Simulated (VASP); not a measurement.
Write the native input for VASP 6.6.1 that does the following.

- Task: single point
- Functional: PBE
- Potentials or basis: VASP PAW PBE potentials, release 64 (Nb_sv, P)
- Cutoff: 500 eV
- k mesh: 12 × 12 × 12
- Occupations: fermi-dirac, width 0.08 eV
- Spin: no spin polarisation
- Dipole correction: no
- Further INCAR settings: ALGO = Normal; EDIFF = 1e-06; NBANDS = 16

The structure of NbP (zincblende type) lies in POSCAR:

```
NbP
1.0
    0.0000000000      2.5715669273      2.5715669273
    2.5715669273      0.0000000000      2.5715669273
    2.5715669273      2.5715669273      0.0000000000
Nb P
1 1
Direct
    0.0000000000      0.0000000000      0.0000000000
    0.2500000000      0.2500000000      0.2500000000
```

This cell differs from its parent crystal: volume scaled by 0.78.

The input as run:

INCAR

```
  PREC = Accurate
  ENCUT = 500
  EDIFF = 1E-6
  ISMEAR = -1
  SIGMA = 0.08
  LREAL = F
  LASPH = T
  NELM = 120
  ALGO = Normal
  ISIF = 2
  LWAVE = F
  LCHARG = F
  GGA = PE
  NBANDS = 16
  GGA_COMPAT = F
```

KPOINTS

```
regular mesh
0
Gamma
  12 12 12
```

Potentials or basis: VASP PAW PBE potentials, release 64 (Nb_sv, P).

Command:

```console
$ cat potpaw_PBE.64/Nb_sv/POTCAR potpaw_PBE.64/P/POTCAR > POTCAR
$ mpirun -np 1 vasp_std > vasp.out
```

It gave:

* Pressure: 43.6 GPa
* Band gap on the k mesh: zero (band 9 reaches 10.47 eV, above the bottom of band 10 at 9.48 eV)

Run time: 58 s on 1 thread of Intel(R) Xeon(R) Platinum 8259CL CPU @ 2.50GHz (Skylake/Cascade Lake) (shared host), peak memory 0.17 GiB.
